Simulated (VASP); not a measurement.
## Na2S: single point with PBE

Crystal: Na2S.

```
Na S
1.0
     0.00000    3.35856    3.35856
     3.35856    0.00000    3.35856
     3.35856    3.35856    0.00000
Na S
2 1
Cartesian
  1.6793 1.6793 1.6793
  5.0378 5.0378 5.0378
  0.0000 0.0000 0.0000
```

| Item | Value |
| --- | --- |
| Program | VASP 6.6.1 |
| Task | single point |
| Functional | PBE |
| Potentials or basis | VASP PAW PBE potentials, release 64 (Na_pv, S) |
| Cutoff | 500 eV |
| k mesh | 5 × 5 × 5 |
| Occupations | gaussian, width 0.01 eV |
| Spin | no spin polarisation |
| Dipole correction | no |
| Further INCAR settings | ALGO = Normal; EDIFF = 1e-06; NBANDS = 17 |

```json
{
  "Pressure": "-1.6 GPa",
  "Band gap on the k mesh": "2.23 eV, direct"
}
```

Levels at points of the mesh, in eV from the valence-band top:
```
           k point  band 6  band 7  band 8  band 9  band 10  band 11  band 12  band 13  band 14  band 15
(0.00, 0.00, 0.00)  -22.38  -10.04    0.00    0.00     0.00     2.23     7.47     7.47     7.47     9.16
```

Wall time 18 s on 1 thread of Intel Xeon 6975P-C (shared host), peak memory 0.2 GiB.
